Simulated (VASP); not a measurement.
Here is a VASP 6.6.1 calculation.

File POSCAR:

```
H11C2NO4
1.0
    5.8968160000      0.0000000000      0.0000000000
    0.0000000000      5.8968160000      0.0000000000
    0.0000000000      0.0000000000      5.8968160000
O H C N
4 11 2 1
Direct
    0.1923580454      0.1741957015      0.5361198314
    0.4277732254      0.7176415204      0.3524783544
    0.1257288679      0.4276714756      1.1307966876
    0.7858139036      0.4095430483      0.5568259210
    0.3301273094      0.1800293582      0.6217423097
    0.0595914812      0.2545441472      0.5824499187
    0.3447792843      0.8572592396      0.3828676357
    0.3230896131      0.6526912151      0.2408418374
    0.1159948013      0.3143221698      1.2441459934
   -0.0172635538      0.4309444283      1.0579268541
    0.7175058540      0.4782920139      0.4236353992
    0.6646637779      0.3914485377      0.6613229919
    0.4416620766      0.7950222629      0.8289727880
    0.7031760869      0.8414371417      0.7211179728
    0.7075513294      0.6654947348      0.9318757784
    0.6196903549      0.8232408812      0.8728947961
    0.6585079134      1.0423760891      0.9723043758
    0.7171327713      1.2118404237      1.0416468820
```

INCAR.step1

```
  ALGO = Normal
  EDIFF = 1E-4
  ENCUT = 520
  GGA = PE
  ISMEAR = -1
  LASPH = True
  LCHARG = False
  LREAL = Auto
  LWAVE = True
  NBANDS = 39
  NELM = 100
  PREC = Accurate
  SIGMA = 0.05
```

The input INCAR.step2:

```
  ALGO = Normal
  EDIFF = 1E-7
  ENCUT = 520
  ISIF = 2
  ISMEAR = -1
  ISTART = 1
  LASPH = True
  LCHARG = True
  LELF = True
  LMIXTAU = True
  LREAL = Auto
  LVHAR = True
  LWAVE = False
  METAGGA = R2SCAN
  NBANDS = 39
  NELM = 100
  PREC = Accurate
  SIGMA = 0.05
```

File KPOINTS:

```
k-points
0
Gamma
  1 1 1
```

Potentials or basis: VASP PAW PBE potentials, release 64 (O, H, C, N).

The run is started by

```sh
$ cat potpaw_PBE.64/O/POTCAR potpaw_PBE.64/H/POTCAR potpaw_PBE.64/C/POTCAR potpaw_PBE.64/N/POTCAR > POTCAR
$ cp INCAR.step1 INCAR
$ mpirun -np 1 vasp_gam > vasp.out
$ cp INCAR.step2 INCAR
$ mpirun -np 1 vasp_gam > vasp.out
```

Question: What does it give for the largest force?

Answer: 3.708 eV/Å.

Question: Estimate the pressure.

Answer: 1.8 GPa.

Question: What does it give for the band gap on the k mesh?

Answer: 5.42 eV.

Stress tensor (GPa, compression positive):
```
 0.44  2.19 -0.92
 2.19  1.07  1.18
-0.92  1.18  3.74
```

Caveat: the k points lie up to 1.07 Å⁻¹ apart; the PAW data sets were made with another functional, which shifts forces and pressure a little.
